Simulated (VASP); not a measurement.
As, 2 atoms in the cell. The cell holds a slab with vacuum, 2 atoms: a = 3.521 Å, b = 3.521 Å, c = 28.000 Å, α = 90.00°, β = 90.00°, γ = 120.00°. 

* Program: VASP 6.6.1
* Task: single point
* Functional: LDA
* Potentials or basis: VASP PAW LDA potentials, release 64 (As)
* Cutoff: 400 eV
* k mesh: 6 × 6 × 1
* Occupations: gaussian, width 0.1 eV
* Spin: no spin polarisation
* Dipole correction: yes
* Further INCAR settings: ALGO = Normal; EDIFF = 1e-06; NBANDS = 12; NELMDL = -8

Potentials or basis: VASP PAW LDA potentials, release 64 (As).

Command:

```console
$ cat potpaw_LDA.64/As/POTCAR > POTCAR
$ mpirun -np 1 vasp_std > vasp.out
```

Hardware: 1 thread of Intel(R) Xeon(R) 6975P-C (Granite Rapids) (shared host).

Task: How long does it take, and how much memory?

Result: It took 15 s on 1 thread of Intel(R) Xeon(R) 6975P-C (Granite Rapids) (shared host), peak memory 0.23 GiB. Counts: scf iterations 22, k points 7.
